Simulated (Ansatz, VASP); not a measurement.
# ZnSe in VASP and in Ansatz

Contents of INCAR:

```
  PREC = Accurate
  ENCUT = 520
  EDIFF = 1E-6
  ISMEAR = 0
  SIGMA = 0.02
  LREAL = F
  LASPH = T
  NELM = 100
  ALGO = Normal
  ISIF = 2
  LWAVE = F
  LCHARG = F
  GGA = PS
  NBANDS = 26
```

The input KPOINTS:

```
regular mesh
0
Gamma
  8 8 6
```

POSCAR

```
ZnSe
1.0
    2.9856210983      2.9856210983      0.0000000000
   -2.9856210983      2.9856210983      0.0000000000
    0.0000000000      0.0000000000      5.9712421965
Zn Se
2 2
Direct
    0.0000000000      0.0000000000      0.0000000000
    0.5000000000      0.5000000000      0.5000000000
    0.5000000000      0.0000000000      0.2500000000
    0.0000000000      0.5000000000      0.7500000000
```

Input for Ansatz:

```yaml
crystal:
  lattice:
    - [2.9856210983, 2.9856210983, 0.0]
    - [-2.9856210983, 2.9856210983, 0.0]
    - [0.0, 0.0, 5.9712421965]
  atoms:
    - { symbol: Zn, position: [0.0, 0.0, 0.0] }
    - { symbol: Zn, position: [0.5, 0.5, 0.5] }
    - { symbol: Se, position: [0.5, 0.0, 0.25] }
    - { symbol: Se, position: [0.0, 0.5, 0.75] }
basis:
  ecutwfc: 420
kpoints:
  mp_grid: { grid: [8, 8, 6] }
hamiltonian:
  xc: pbesol
scf:
  occupations: { method: gaussian, width: 0.02 }
output:
  forces: true
  stress: true
  eigenvalues: true
  write_density: true
  write_potential: true
  elf: true
  volumetric_format: npy
```

Change from the starting cell: equal strain along all axes, cell held, atoms relaxed: +6.0 %.

Alike in both runs: task single point; functional PBEsol; k mesh 8 × 8 × 6; occupations gaussian, width 0.02 eV; no spin polarisation.

|  | VASP | Ansatz |
| --- | --- | --- |
| version | VASP 6.6.1 | Ansatz 0.2.0 |
| potentials or method | VASP PAW PBE potentials, release 64 (Zn, Se), cutoff 520 eV | scalar-relativistic, plane waves, PAW |
| valence electrons in the cell | 36 | 56 |

Ansatz gave:

* gap on the k mesh at the Fermi level (eV): 0.60
* least direct gap on the mesh (eV): 0.60
* pressure (GPa): -7.6

**Question.** Estimate VASP's values.

**Answer.** gap on the k mesh at the Fermi level (eV): 0.60; least direct gap on the mesh (eV): 0.60; pressure (GPa): -7.5.

VASP's potentials were made for PBE, not for PBEsol. VASP's potentials hold 36 valence electrons a cell and Ansatz's 56, so a difference there can come from the potentials and not from the codes.
